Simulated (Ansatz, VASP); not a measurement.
# Sc, level by level in two programs

```
Sc
1.0
     3.35254    0.00000    0.00000
    -1.67627    2.90339    0.00000
     0.00000    0.00000    5.34269
Sc
2
Cartesian
  1.6763 0.9678 4.0070
  0.0000 1.9356 1.3357
```

Single points on this cell with VASP 6.6.1 and Ansatz 0.2.0. Each row is one pair of runs. Alike in all rows: spin: off; k mesh: 9 × 9 × 5; smearing: fermi-dirac, width 0.05 eV; Ansatz's potentials, cutoff: Ansatz PAW, 420 eV.

```tsv
level	VASP's potentials, cutoff	gap on the k mesh at the Fermi level (eV), VASP	gap on the k mesh at the Fermi level (eV), Ansatz	pressure (GPa), VASP	pressure (GPa), Ansatz
LDA	VASP PAW LDA potentials, release 64 (Sc_sv), 520 eV	none	none	-6.8	-6.9
PBE	VASP PAW PBE potentials, release 64 (Sc_sv), 520 eV	none	none	-2.6	-2.6
PBEsol	VASP PAW PBE potentials, release 64 (Sc_sv), 520 eV	none	none	-4.6	-4.6
```

Pressure (GPa): the two programs differ by at most 0.03.

A gap of «none» marks a metal or a gap that the smearing closes.
